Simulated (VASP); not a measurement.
# MoS2 (Cmcm) in VASP: notebook, part 2 of 3

VASP 6.6.1.

## (3) Single point, PBEsol (strain +0.0600 x Voigt [1, -1, 0, 0, 0, 0])

INCAR

```
PREC = Accurate
ENCUT = 520
EDIFF = 1E-6
ISMEAR = 0
SIGMA = 0.05
LREAL = F
LASPH = T
NELM = 100
ALGO = Normal
ISIF = 2
LWAVE = F
LCHARG = T
GGA = PS
LELF = T
LVHAR = T
NBANDS = 35
```

KPOINTS

```
regular mesh
0
Gamma
  12 12 2
```

POSCAR

```
MoS2
1.0
    3.3299181397      0.0000000000      0.0000000000
   -1.6649590698      2.5573264901      0.0000000000
    0.0000000000      0.0000000000     12.5788196111
Mo S
2 4
Direct
    0.3333333333      0.6666666667      0.2500000000
    0.6666666667      0.3333333333      0.7500000000
    0.3333333333      0.6666666667      0.6260538431
    0.6666666667      0.3333333333      0.1260538431
    0.3333333333      0.6666666667      0.8739461569
    0.6666666667      0.3333333333      0.3739461569
```

Potentials or basis: VASP PAW PBE potentials, release 64 (Mo_sv, S).

Started as:

```sh
> cat potpaw_PBE.64/Mo_sv/POTCAR potpaw_PBE.64/S/POTCAR > POTCAR
> mpirun -np 1 vasp_std > vasp.out
```

OUTCAR:

```text
PREC = Accurate
   ENCUT = 520
   EDIFF = 1E-6
   ISMEAR = 0
   LREAL = F
   LASPH = T
   NELM = 100
   ISIF = 2
   GGA = PS

 ion  position               nearest neighbor table
   1  0.333  0.667  0.250-   4 2.31   6 2.31   4 2.44   6 2.44   4 2.44   6 2.44
   2  0.667  0.333  0.750-   3 2.31   5 2.31   3 2.44   5 2.44   3 2.44   5 2.44
   3  0.333  0.667  0.626-   2 2.31   2 2.44   2 2.44
   4  0.667  0.333  0.126-   1 2.31   1 2.44   1 2.44
   5  0.333  0.667  0.874-   2 2.31   2 2.44   2 2.44
   6  0.667  0.333  0.374-   1 2.31   1 2.44   1 2.44

  Warning from LATTYP: Monoclinic adjustment (A1->A3, A2->A1, A3->A2)!
  LATTYP: Found a base centered orthorhombic cell.
 ALAT       =     3.3299181397
 B/A-ratio  =     1.5359695841
 C/A-ratio  =     3.7775161681

  Lattice vectors:

 A1 = (   1.6649590698,  -2.5573264901,   0.0000000000)
 A2 = (   1.6649590699,   2.5573264901,   0.0000000000)
 A3 = (   0.0000000000,   0.0000000000,  12.5788196111)

Analysis of symmetry for initial positions (statically):
=====================================================================
 Subroutine PRICEL returns:
 Original cell was already a primitive cell.

 Routine SETGRP: Setting up the symmetry group for a
 base centered orthorhombic supercell.

 Subroutine GETGRP returns: Found  8 space group operations
 (whereof  4 operations were pure point group operations)
 out of a pool of  8 trial point group operations.

The static configuration has the point symmetry C_2h.
 The point group associated with its full space group is D_2h.

Analysis of symmetry for dynamics (positions and initial velocities):
=====================================================================
 Subroutine PRICEL returns:
 Original cell was already a primitive cell.

 Routine SETGRP: Setting up the symmetry group for a
 base centered orthorhombic supercell.

[... 134 lines left out ...]
  volume/ion in A,a.u.               =      17.85       120.48
  Fermi-wavevector in a.u.,A,eV,Ry     =   1.286637  2.431392 22.523561  1.655435
  Thomas-Fermi vector in A             =   2.418700
   LORBIT       =      0    0 simple, 1 ext, 2 COOP (PROOUT), +10 PAW based schemes
   GGA     = PS    functional components
   LHFCALC =     F    Hartree Fock is set to
   AEXX    =    0.0000 exact exchange contribution
   IVDW    =     0    specifies the selected vdW correction
   LEPSILON=     F    determine dielectric tensor
   LRPA    =     F    only Hartree local field effects (RPA)
 non-spin polarized calculation
 Gauss-broadening in eV      SIGMA  =   0.05
  energy-cutoff  :      520.00
  volume of cell :      107.12
 maximum number of plane-waves:      2921
 NGX is ok and might be reduce to    28
   NGX = 13   NGY = 11   NGZ = 47

 number of electron      52.0000001 magnetization

 Free energy of the ion-electron system (eV)
  ---------------------------------------------------
  ext. energy  EPLUGINS =         0.00000000
  ---------------------------------------------------
  free energy    TOTEN  =       -46.47914516 eV

  energy without entropy =      -46.47914516  energy(sigma->0) =      -46.47914516

 E-fermi :   7.6059     XC(G=0): -10.9369

 val. band max:        7.2446819281   @ k =   0.0000   0.0000   0.0000
 cond. band min:       8.2965661940   @ k =  -0.3333   0.1667   0.0000
 fundamental gap:      1.0518842658
 Fermi energy:         7.6058931583

 k-point     1 :       0.0000    0.0000    0.0000
  band No.  band energies     occupation
      1     -53.9274      2.00000
      2     -53.9274      2.00000
      3     -28.1661      2.00000
      4     -28.1660      2.00000
      5     -27.9303      2.00000
      6     -27.9303      2.00000
[... 901 lines left out ...]
     34      11.8686      0.00000
     35      13.0962      0.00000

 [... further k-points ...]

------------------------ aborting loop because EDIFF is reached ----------------------------------------

  FORCE on cell =-STRESS in cart. coord.  units (eV):
  Direction    XX          YY          ZZ          XY          YZ          ZX
  --------------------------------------------------------------------------------------
  -------------------------------------------------------------------------------------
  Total       -5.2197798      8.3673012      0.1287091      0.0000000      0.0000000      0.0000000
  in kB      -78.0734086    125.1515873      1.9251310      0.0000000      0.0000000      0.0000000
  external PRESSURE =      16.3344366 kB  Pullay stress =       0.0000000 kB

 VOLUME and BASIS-vectors are now :
 -----------------------------------------------------------------------------
  energy-cutoff  :      520.00
  volume of cell :      107.12
      direct lattice vectors                 reciprocal lattice vectors
     3.329918140  0.000000000  0.000000000     0.300307683  0.195516686  0.000000000
    -1.664959070  2.557326490  0.000000000     0.000000000  0.391033372  0.000000000
     0.000000000  0.000000000 12.578819611     0.000000000  0.000000000  0.079498715

 POSITION                                       TOTAL-FORCE (eV/Angst)
 -----------------------------------------------------------------------------------
     -0.00000      1.70488      3.14470        -0.000000     -1.054748      0.000000
      1.66496      0.85244      9.43411         0.000000      1.054748      0.000000
     -0.00000      1.70488      7.87502        -0.000000     -0.532918     -0.027260
      1.66496      0.85244      1.58561         0.000000      0.532918     -0.027260
     -0.00000      1.70488     10.99321        -0.000000     -0.532918      0.027260
      1.66496      0.85244      4.70380         0.000000      0.532918      0.027260
 -----------------------------------------------------------------------------------
    total drift:                               -0.000000      0.000000     -0.000000

  FREE ENERGIE OF THE ION-ELECTRON SYSTEM (eV)
  ---------------------------------------------------
  free  energy   TOTEN  =       -46.4791451554 eV

  energy  without entropy=      -46.4791451554  energy(sigma->0) =      -46.47914516
```

stdout:

```text
POSCAR found type information on POSCAR MoS
 POSCAR found :  2 types and       6 ions
 scaLAPACK will be used
 -----------------------------------------------------------------------------
|                                                                             |
|                                                                             |
|     You enforced a specific xc type in the INCAR file but a different       |
|     I HOPE YOU KNOW WHAT YOU ARE DOING!                                     |
|                                                                             |
 -----------------------------------------------------------------------------

 LDA part: xc-table for (Slater+PW92), standard interpolation
 POSCAR, INCAR and KPOINTS ok, starting setup
 FFT: planning ... GRIDC
 FFT: planning ... GRID_SOFT
 FFT: planning ... GRID
 WAVECAR not read
 entering main loop
```

Wall time 2.8 min (1 thread of Intel Xeon 6975P-C (Granite Rapids), shared host); peak memory 0.4 GiB.

What came out:

```yaml
Free_energy: -46.4791 eV
Pressure: 1.6 GPa
Largest_force: 1.055 eV/Å
Band_gap_on_the_k_mesh: 1.05 eV (least direct gap 1.71 eV)
```

Forces on the atoms (eV/Å):
```
Mo   0.000 -1.055  0.000
Mo   0.000  1.055  0.000
S    0.000 -0.533 -0.027
S    0.000  0.533 -0.027
S    0.000 -0.533  0.027
S    0.000  0.533  0.027
```

Caveat: the cell differs from its parent crystal (strain +0.0600 x Voigt [1, -1, 0, 0, 0, 0]); the PAW data sets were made with another functional, which shifts forces and pressure a little; this functional lacks dispersion, which binds the layers, so the pressure and a relaxed spacing across them are unreliable. A k mesh can miss the band edges.

(Part 2 of 3 ends here.)
